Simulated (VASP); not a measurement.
Write the native input for VASP 6.6.1 that does the following.

```yaml
Task: single point
Functional: PBE0
Potentials_or_basis: VASP PAW PBE potentials, release 64 (S, Ti_sv)
Cutoff: 400 eV
k_mesh: 6 × 6 × 1
Occupations: gaussian, width 0.08 eV
Spin: no spin polarisation
Dipole_correction: yes
Grid_for_exact_exchange_PRECFOCK: Normal
Further_INCAR_settings: ALGO = Normal; EDIFF = 1e-06; NBANDS = 19
Share_of_exact_exchange: 0.25
```

The system is TiS2, a sheet with vacuum.

```
S Ti
1.0
     3.32029    0.00000    0.00000
    -1.66014    2.87545    0.00000
     0.00000    0.00000   18.86507
S Ti
2 1
Direct
  0.33333 0.66667 0.42406
  0.66667 0.33333 0.57594
  0.00000 0.00000 0.50000
```

The input as run:

POSCAR

```
TiS2
1.0
    3.3202860969      0.0000000000      0.0000000000
   -1.6601430484      2.8754521077      0.0000000000
    0.0000000000      0.0000000000     18.8650746195
S Ti
2 1
Direct
    0.3333333333      0.6666666667      0.4240640528
    0.6666666667      0.3333333333      0.5759359472
    0.0000000000      0.0000000000      0.5000000000
```

INCAR.step1

```
ALGO     = Normal         # electronic algorithm
DIPOL    = 0.5 0.5 0.500
EDIFF    = 1E-5           # SCF threshold, eV
ENCUT    = 400            # plane-wave cutoff, eV
GGA      = PE             # functional
GGA_COMPAT= F            
IDIPOL   = 3            
ISIF     = 2              # what is computed and relaxed
ISMEAR   = 0              # smearing method
LASPH    = T              # aspherical terms in the spheres
LCHARG   = F              # write CHGCAR
LDIPOL   = T            
LREAL    = F              # projectors in reciprocal space
LWAVE    = T              # write WAVECAR
NBANDS   = 19             # bands
NELM     = 120            # most SCF steps
NELMDL   = -8           
PREC     = Accurate       # precision mode
SIGMA    = 0.08           # smearing width, eV
```

INCAR.step2

```
AEXX     = 0.25           # exact-exchange fraction
ALGO     = Normal         # electronic algorithm
DIPOL    = 0.5 0.5 0.500
EDIFF    = 1E-6           # SCF threshold, eV
ENCUT    = 400            # plane-wave cutoff, eV
GGA      = PE             # functional
GGA_COMPAT= F            
IDIPOL   = 3            
ISIF     = 2              # what is computed and relaxed
ISMEAR   = 0              # smearing method
ISTART   = 1            
LASPH    = T              # aspherical terms in the spheres
LCHARG   = F              # write CHGCAR
LDIPOL   = T            
LHFCALC  = T              # exact exchange
LREAL    = F              # projectors in reciprocal space
LWAVE    = F              # write WAVECAR
NBANDS   = 19             # bands
NELM     = 120            # most SCF steps
PREC     = Accurate       # precision mode
PRECFOCK = Normal       
SIGMA    = 0.08           # smearing width, eV
```

KPOINTS

```
k-points
0
Gamma
  6 6 1
```

Potentials or basis: VASP PAW PBE potentials, release 64 (S, Ti_sv).

Command:

```bash
$ cat potpaw_PBE.64/S/POTCAR potpaw_PBE.64/Ti_sv/POTCAR > POTCAR
$ cp INCAR.step1 INCAR
$ mpirun -np 1 vasp_std > vasp.out
$ cp INCAR.step2 INCAR
$ mpirun -np 1 vasp_std > vasp.out
```

Results of the run:

The largest force is 0.041 eV/Å and the band gap on the k mesh is 1.08 eV (least direct gap 1.68 eV).

Caveat: the PAW data sets were made with another functional, which shifts forces and pressure a little.

It took 25 min on 1 thread of Oxide Virtual Turin-like Processor, with other jobs on the host, peak memory 0.24 GiB.
